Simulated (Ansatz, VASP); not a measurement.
Cu: VASP beside Ansatz

INCAR

```
PREC = Accurate
ENCUT = 600
EDIFF = 1E-6
ISMEAR = -1
SIGMA = 0.1
LREAL = F
LASPH = T
NELM = 100
ALGO = Normal
ISIF = 3
LWAVE = F
LCHARG = F
GGA = B5
ALDAX = 1.0
AGGAX = 1.0
AGGAC = 1.0
ALDAC = 0.0
IBRION = 2
NSW = 80
EDIFFG = -0.01
```

KPOINTS

```
Automatic mesh
0
Gamma
  14 14 8
```

POSCAR

```
Cu
1.0
    2.5561591618      0.0000000000      0.0000000000
   -1.2780795809      2.2136987702      0.0000000000
    0.0000000000      0.0000000000      4.1742079112
Cu
2
Direct
    0.3333333333      0.6666666667      0.2500000000
    0.6666666667      0.3333333333      0.7500000000
```

Input for Ansatz:

```yaml
crystal:
  lattice:
    - [2.5561591618, 0.0, 0.0]
    - [-1.2780795809, 2.2136987702, 0.0]
    - [0.0, 0.0, 4.1742079112]
  atoms:
    - { symbol: Cu, position: [0.3333333333, 0.6666666667, 0.25] }
    - { symbol: Cu, position: [0.6666666667, 0.3333333333, 0.75] }
hamiltonian:
  xc: blyp
  pseudopotentials:
    kind: paw
    azcp:
      Cu: "pseudopotentials/Cu.paw.azcp"
basis:
  ecutwfc: 420
  fft_grid_basis: typed
kpoints:
  mp_grid: { grid: [14, 14, 8], shift: [0, 0, 0] }
magnetization:
  spin_polarized: false
scf:
  occupations: { method: fermi_dirac, width: 0.1 }
relax:
  max_steps: 60
  f_tol: 0.01
  cell: {}
```

Alike in both runs: task relaxation of cell and atoms; functional BLYP; k mesh 14 × 14 × 8; occupations fermi-dirac, width 0.1 eV; no spin polarisation.

```csv
,VASP,Ansatz
version,VASP 6.6.1,Ansatz 0.2.0
potentials or method,"VASP PAW PBE potentials, release 64 (Cu), cutoff 600 eV","plane waves (420 eV) with PAW, scalar-relativistic"
valence electrons in the cell,22,38
```

```csv
,VASP,Ansatz,Ansatz less VASP
relaxed volume (Å³/atom),12.80,12.73,-0.074
relaxed length of the cell vector where the two differ most in proportion (Å),2.624,2.617,-0.0069
```

VASP's potentials were made for PBE, not for BLYP. VASP's potentials hold 22 valence electrons a cell and Ansatz's 38, so a difference there can come from the potentials and not from the codes.
